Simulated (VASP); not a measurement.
Wanted: the native input for a VASP 6.6.1 run.

```yaml
Task: single point
Functional: PBE
Potentials_or_basis: VASP PAW PBE potentials, release 64 (Tl_d)
Cutoff: 520 eV
k_mesh: 14 × 14 × 13
Occupations: fermi-dirac, width 0.1 eV
Spin: no spin polarisation
Dipole_correction: no
Further_INCAR_settings: ALGO = Normal; EDIFF = 1e-06; NBANDS = 12
```

The structure of Tl lies in POSCAR:

```
Tl
1.0
    2.5847043633      0.0000000000      0.0000000000
   -1.2923521817      2.2384196399      0.0000000000
    0.0000000000      0.0000000000      2.4538982212
Tl
1
Direct
    0.0000000000      0.0000000000      0.0000000000
```

This cell differs from its parent crystal: volume scaled by 0.43.

One way to write it, as run:

INCAR

```
PREC     = Accurate       # precision mode
ENCUT    = 520            # plane-wave cutoff, eV
EDIFF    = 1E-6           # SCF threshold, eV
ISMEAR   = -1             # smearing method
SIGMA    = 0.1            # smearing width, eV
LREAL    = False          # projectors in reciprocal space
LASPH    = True           # aspherical terms in the spheres
NELM     = 100            # most SCF steps
ALGO     = Normal         # electronic algorithm
ISIF     = 2              # what is computed and relaxed
LWAVE    = False          # write WAVECAR
LCHARG   = False          # write CHGCAR
GGA      = PE             # functional
NBANDS   = 12             # bands
```

KPOINTS

```
regular mesh
0
Gamma
  14 14 13
```

Potentials or basis: VASP PAW PBE potentials, release 64 (Tl_d).

The run is started by

```console
$ cat potpaw_PBE.64/Tl_d/POTCAR > POTCAR
$ mpirun -np 1 vasp_std > vasp.out
```

It gave:

| Item | Value |
| --- | --- |
| Pressure | 201.6 GPa |

It took 21 s on 1 thread of AMD EPYC 7R43 64-Core Processor (Zen 3), with other jobs on the host, peak memory 0.11 GiB.
